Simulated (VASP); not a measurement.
# AlRu (Pm-3m) in VASP: single point with LDA

Aim: the single point of AlRu with LDA.

Everything below comes from runs of VASP 6.6.1. Logs are shortened: lines on timing, memory, paths and dates and some standing lists are left out, and cuts for length are marked.

## Step 1: The cell of the first run

Symmetry: Pm-3m, No. 221, cubic system. The conventional cell has a = 2.992 Å, b = 2.992 Å, c = 2.992 Å, α = 90.00°, β = 90.00°, γ = 90.00°. Within 3.4 Å of Al (site symmetry m-3m) lie 8 Ru at 2.59 Å and 6 Al at 2.99 Å. Ru (site symmetry m-3m) has 8 Al at 2.59 Å and 6 Ru at 2.99 Å within 3.4 Å.

## Step 2: Single point, LDA

Contents of INCAR:

```
SYSTEM = AlRu
PREC = Accurate
ENCUT = 520
EDIFF = 1E-7
ISMEAR = 0
SIGMA = 0.05
LREAL = .FALSE.
LASPH = .TRUE.
NELM = 80
ALGO = Normal
ISIF = 2
LWAVE = .FALSE.
LCHARG = .FALSE.
GGA = CA
NBANDS = 16
```

Contents of KPOINTS:

```
regular mesh
0
G
  14 14 14
  0 0 0
```

Contents of POSCAR:

```
AlRu
1.0
    2.9916000000      0.0000000000      0.0000000000
    0.0000000000      2.9916000000      0.0000000000
    0.0000000000      0.0000000000      2.9916000000
Al Ru
1 1
Direct
    0.0000000000      0.0000000000      0.0000000000
    0.5000000000      0.5000000000      0.5000000000
```

Potentials or basis: VASP PAW LDA potentials, release 64 (Al, Ru_pv).

Run with:

```sh
$ cat potpaw_LDA.64/Al/POTCAR potpaw_LDA.64/Ru_pv/POTCAR > POTCAR
$ mpirun -np 1 vasp_std > vasp.out
```

OUTCAR:

```text
SYSTEM = AlRu
   PREC = Accurate
   ENCUT = 520
   EDIFF = 1E-7
   ISMEAR = 0
   LREAL = .FALSE.
   LASPH = .TRUE.
   NELM = 80
   ISIF = 2
   GGA = CA

 ion  position               nearest neighbor table
   1  0.000  0.000  0.000-   2 2.59   2 2.59   2 2.59   2 2.59   2 2.59   2 2.59   2 2.59   2 2.59

   2  0.500  0.500  0.500-   1 2.59   1 2.59   1 2.59   1 2.59   1 2.59   1 2.59   1 2.59   1 2.59

  LATTYP: Found a simple cubic cell.
 ALAT       =     2.9916000000

  Lattice vectors:

 A1 = (   2.9916000000,   0.0000000000,   0.0000000000)
 A2 = (   0.0000000000,   2.9916000000,   0.0000000000)
 A3 = (   0.0000000000,   0.0000000000,   2.9916000000)

Analysis of symmetry for initial positions (statically):
=====================================================================
 Subroutine PRICEL returns:
 Original cell was already a primitive cell.

 Routine SETGRP: Setting up the symmetry group for a
 simple cubic supercell.

 Subroutine GETGRP returns: Found 48 space group operations
 (whereof 48 operations were pure point group operations)
 out of a pool of 48 trial point group operations.

The static configuration has the point symmetry O_h .

Analysis of symmetry for dynamics (positions and initial velocities):
=====================================================================
 Subroutine PRICEL returns:
 Original cell was already a primitive cell.

 Routine SETGRP: Setting up the symmetry group for a
 simple cubic supercell.

 Subroutine GETGRP returns: Found 48 space group operations
 (whereof 48 operations were pure point group operations)
 out of a pool of 48 trial point group operations.

The dynamic configuration has the point symmetry O_h .

 Subroutine INISYM returns: Found 48 space group operations
 (whereof 48 operations are pure point group operations),
 and found     1 'primitive' translations

----------------------------------------------------------------------------------------

                                     Primitive cell

  volume of cell :      26.7738

  direct lattice vectors                    reciprocal lattice vectors
     2.991600000  0.000000000  0.000000000     0.334269287  0.000000000  0.000000000
     0.000000000  2.991600000  0.000000000     0.000000000  0.334269287  0.000000000
     0.000000000  0.000000000  2.991600000     0.000000000  0.000000000  0.334269287

  length of vectors
     2.991600000  2.991600000  2.991600000     0.334269287  0.334269287  0.334269287

  position of ions in fractional coordinates (direct lattice)
     0.000000000  0.000000000  0.000000000
     0.500000000  0.500000000  0.500000000

  ion indices of the primitive-cell ions
[... 79 lines left out ...]
   IBRION =     -1    ionic relax: 0-MD 1-quasi-New 2-CG
   NFREE  =      0    steps in history (QN), initial steepest desc. (CG)
   ISIF   =      2    stress and relaxation
   ISYM   =      2    0-nonsym 1-usesym 2-fastsym
   POTIM  = 0.5000    time-step for ionic-motion
   TEBEG  =    0.0;   TEEND  =   0.0 temperature during run
   PSTRESS=    0.0 pullay stress
   NELECT =      17.0000    total number of electrons
   NUPDOWN=      -1.0000    fix difference up-down
   EMIN   =  10.00;   EMAX   =-10.00  energy-range for DOS
   EFERMI =   0.00;   METHOD = LEGACY
   ISMEAR =     0;   SIGMA  =   0.05  broadening in eV -4-tet -1-fermi 0-gaus
   EFERMI_NEDOS =   21; number of points for ismear=-14 and -15
   IALGO  =     38    algorithm
   IMIX   =      4    mixing-type and parameters
     AMIX     =   0.40;   BMIX     =  1.00
     AMIX_MAG =   1.60;   BMIX_MAG =  1.00
  volume/ion in A,a.u.               =      13.39        90.34
  Fermi-wavevector in a.u.,A,eV,Ry     =   1.407087  2.659009 26.938090  1.979894
  Thomas-Fermi vector in A             =   2.529382
   LORBIT       =      0    0 simple, 1 ext, 2 COOP (PROOUT), +10 PAW based schemes
   GGA     = CA    functional components
   LHFCALC =     F    Hartree Fock is set to
   AEXX    =    0.0000 exact exchange contribution
   IVDW    =     0    specifies the selected vdW correction
   LEPSILON=     F    determine dielectric tensor
   LRPA    =     F    only Hartree local field effects (RPA)
 non-spin polarized calculation
 Gauss-broadening in eV      SIGMA  =   0.05
  energy-cutoff  :      520.00
  volume of cell :       26.77
 maximum number of plane-waves:       739
 NGX is ok and might be reduce to    24
   NGX = 11   NGY = 11   NGZ = 11

 number of electron      16.9999995 magnetization

 Free energy of the ion-electron system (eV)
  ---------------------------------------------------
  ext. energy  EPLUGINS =         0.00000000
  ---------------------------------------------------
  free energy    TOTEN  =       -16.15545253 eV

  energy without entropy =      -16.15316579  energy(sigma->0) =      -16.15430916

 E-fermi :  10.5008     XC(G=0): -12.7931

 val. band max:       10.4928641706   @ k =   0.0714   0.0714   0.0714
 cond. band min:      10.5067076189   @ k =   0.5000   0.2857   0.1429
 fundamental gap:      0.0138434482
 Fermi energy:        10.5007965972

 k-point     1 :       0.0000    0.0000    0.0000
  band No.  band energies     occupation
      1     -31.0572      2.00000
      2     -31.0572      2.00000
      3     -31.0572      2.00000
      4       0.8537      2.00000
      5       6.9218      2.00000
      6       6.9218      2.00000
[... 433 lines left out ...]
      3     -31.0353      2.00000
      4       3.7011      2.00000
      5       6.5818      2.00000
      6       7.9502      2.00000
[... 8 lines left out ...]
     15      22.9980      0.00000
     16      24.7754      0.00000

 [... further k-points ...]

------------------------ aborting loop because EDIFF is reached ----------------------------------------

  FORCE on cell =-STRESS in cart. coord.  units (eV):
  Direction    XX          YY          ZZ          XY          YZ          ZX
  --------------------------------------------------------------------------------------
  -------------------------------------------------------------------------------------
  Total       -1.2782437     -1.2782437     -1.2782437     -0.0000000      0.0000000     -0.0000000
  in kB      -76.4915881    -76.4915881    -76.4915881     -0.0000000      0.0000000     -0.0000000
  external PRESSURE =     -76.4915881 kB  Pullay stress =       0.0000000 kB

 VOLUME and BASIS-vectors are now :
 -----------------------------------------------------------------------------
  energy-cutoff  :      520.00
  volume of cell :       26.77
      direct lattice vectors                 reciprocal lattice vectors
     2.991600000  0.000000000  0.000000000     0.334269287  0.000000000  0.000000000
     0.000000000  2.991600000  0.000000000     0.000000000  0.334269287  0.000000000
     0.000000000  0.000000000  2.991600000     0.000000000  0.000000000  0.334269287

 POSITION                                       TOTAL-FORCE (eV/Angst)
 -----------------------------------------------------------------------------------
      0.00000      0.00000      0.00000         0.000000      0.000000      0.000000
      1.49580      1.49580      1.49580         0.000000      0.000000      0.000000
 -----------------------------------------------------------------------------------
    total drift:                                0.000000     -0.000000     -0.000000

  FREE ENERGIE OF THE ION-ELECTRON SYSTEM (eV)
  ---------------------------------------------------
  free  energy   TOTEN  =       -16.1554525291 eV

  energy  without entropy=      -16.1531657852  energy(sigma->0) =      -16.15430916
```

stdout:

```text
POSCAR found type information on POSCAR AlRu
 POSCAR found :  2 types and       2 ions
 scaLAPACK will be used
 LDA part: xc-table for (Slater(with rela. corr.)+CA(PZ))
 , standard interpolation
 POSCAR, INCAR and KPOINTS ok, starting setup
 FFT: planning ... GRIDC
 FFT: planning ... GRID_SOFT
 FFT: planning ... GRID
 WAVECAR not read
 entering main loop
```

It took 12 s on 1 thread of Intel Xeon 6975P-C (Granite Rapids), shared host; peak memory 0.16 GiB.

Results:

* Free energy: -16.1555 eV
* Pressure: -7.6 GPa

Levels at points of the mesh, in eV from the Fermi level:
| k point | band 5 | band 6 | band 7 | band 8 | band 9 | band 10 | band 11 | band 12 | band 13 | band 14 |
| --- | --- | --- | --- | --- | --- | --- | --- | --- | --- | --- |
| (0.00, 0.00, 0.00) | -3.58 | -3.58 | 0.20 | 0.20 | 0.20 | 6.03 | 6.03 | 6.03 | 11.05 | 11.05 |
| (0.50, 0.00, 0.00) | -5.45 | -2.79 | -1.59 | -1.59 | 0.45 | 2.28 | 7.51 | 11.00 | 11.00 | 11.68 |
| (0.50, 0.50, 0.00) | -3.08 | -1.33 | -1.33 | -1.15 | -1.15 | 1.53 | 5.27 | 6.23 | 10.47 | 11.68 |
| (0.50, 0.50, 0.50) | -4.61 | -4.61 | 1.62 | 1.62 | 2.49 | 4.14 | 4.14 | 4.14 | 8.58 | 8.58 |
